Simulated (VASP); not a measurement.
WS2: single point with PBE+D3(BJ)

The system is WS2, a slab with vacuum.

```
CELL_PARAMETERS angstrom
3.15421 0.00000 0.00000
-1.57710 2.73162 0.00000
0.00000 0.00000 44.42921
ATOMIC_POSITIONS crystal
S 0.33333 0.66667 0.19132
S 0.33333 0.66667 0.26220
S 0.66667 0.33333 0.32794
S 0.66667 0.33333 0.39882
S 0.33333 0.66667 0.46456
S 0.33333 0.66667 0.53544
S 0.66667 0.33333 0.60116
S 0.66667 0.33333 0.67204
S 0.33333 0.66667 0.73793
S 0.33333 0.66667 0.80889
W 0.66667 0.33333 0.22676
W 0.33333 0.66667 0.36338
W 0.66667 0.33333 0.50000
W 0.33333 0.66667 0.63660
W 0.66667 0.33333 0.77339
```

```yaml
Program: VASP 6.6.1
Task: single point
Functional: PBE
Dispersion: D3(BJ)
Potentials_or_basis: VASP PAW PBE potentials, release 64 (S, W_sv)
Cutoff: 520 eV
k_mesh: 9 × 9 × 1
Occupations: gaussian, width 0.05 eV
Spin: no spin polarisation
```

```yaml
Largest_force: 0.056 eV/Å
Band_gap_on_the_k_mesh: 1.11 eV (least direct gap 1.85 eV)
Dispersion_energy_per_atom: -0.409 eV
```

Forces in eV/Å, atoms in the order of the input:
```
S    0.000  0.000 -0.056
S    0.000  0.000  0.017
S    0.000  0.000  0.001
S    0.000  0.000  0.005
S    0.000  0.000 -0.005
S    0.000  0.000  0.005
S    0.000  0.000 -0.005
S    0.000  0.000  0.001
S    0.000  0.000 -0.002
S    0.000  0.000  0.006
W    0.000  0.000  0.032
W    0.000  0.000  0.001
W    0.000  0.000  0.001
W    0.000  0.000  0.001
W    0.000  0.000 -0.001
```

Levels at points of the mesh, in eV from the valence-band top:
| k point | band 61 | band 62 | band 63 | band 64 | band 65 | band 66 | band 67 | band 68 | band 69 | band 70 |
| --- | --- | --- | --- | --- | --- | --- | --- | --- | --- | --- |
| (0.00, 0.00, 0.00) | -1.11 | -0.71 | -0.37 | -0.13 | 0.00 | 2.30 | 2.30 | 2.30 | 2.30 | 2.30 |

It took 11 min on 1 thread of Intel(R) Xeon(R) Platinum 8259CL CPU @ 2.50GHz (Skylake/Cascade Lake) (shared host), peak memory 0.56 GiB.

Caveat: spin-orbit coupling is left out, which moves the levels of the heavy elements.
